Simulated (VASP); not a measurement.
Input of a VASP 6.6.1 run:

INCAR

```
ALGO = Normal
EDIFF = 1E-6
ENCUT = 520
GGA = PE
ISIF = 2
ISMEAR = 0
LASPH = T
LCHARG = F
LREAL = F
LWAVE = F
NBANDS = 21
NELM = 100
PREC = Accurate
SIGMA = 0.1
```

KPOINTS

```
k-points
0
Gamma
  10 10 10
```

POSCAR

```
Si2C
1.0
   -2.3908268601      2.3908268601      2.8858223463
    2.3908268601     -2.3908268601      2.8858223463
    2.3908268601      2.3908268601     -2.8858223463
Si C
4 2
Direct
    0.1828719681      0.6828719681      0.8657439362
    0.6828719681      0.8171280319      0.5000000000
    0.8171280319      0.3171280319      0.1342560638
    0.3171280319      0.1828719681      0.5000000000
    0.7500000000      0.7500000000      0.0000000000
    0.2500000000      0.2500000000      0.0000000000
```

Potentials or basis: VASP PAW PBE potentials, release 64 (Si, C).

Launch:

```console
$ cat potpaw_PBE.64/Si/POTCAR potpaw_PBE.64/C/POTCAR > POTCAR
$ mpirun -np 1 vasp_std > vasp.out
```

Estimate the pressure.

0.0 GPa.

Estimate the band gap on the k mesh.

zero (band 12 reaches 12.47 eV, above the bottom of band 13 at 8.48 eV).

Stress tensor (GPa, compression positive):
```
-0.03  0.00  0.00
 0.00 -0.03  0.00
 0.00  0.00  0.13
```
